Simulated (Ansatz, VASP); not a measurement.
**HCl in VASP and in Ansatz**

```xyz
2
Lattice="0.0000 2.2185 2.2185 2.2185 0.0000 2.2185 2.2185 2.2185 0.0000" Properties=species:S:1:pos:R:3 pbc="T T T"
H     0.0000    0.0000    0.0000
Cl    2.2185    2.2185    2.2185
```

Alike in both runs: task single point; functional PBEsol; k mesh 10 × 10 × 10; occupations gaussian, width 0.05 eV; no spin polarisation.

|  | VASP | Ansatz |
| --- | --- | --- |
| version | VASP 6.6.1 | Ansatz 0.2.0 |
| potentials or method | VASP PAW PBE potentials, release 64 (H, Cl), cutoff 500 eV | scalar-relativistic, plane waves, PAW |
| valence electrons in the cell | 8 | 8 |

|  | VASP | Ansatz | Ansatz less VASP |
| --- | --- | --- | --- |
| gap on the k mesh at the Fermi level (eV) | none | none | - |
| pressure (GPa) | -0.2 | 0.0 | +0.14 |

VASP's potentials were made for PBE, not for PBEsol. A gap of «none» marks a metal or a gap that the smearing closes. With one functional, cell and mesh, what is left measures potentials, basis and numerics.
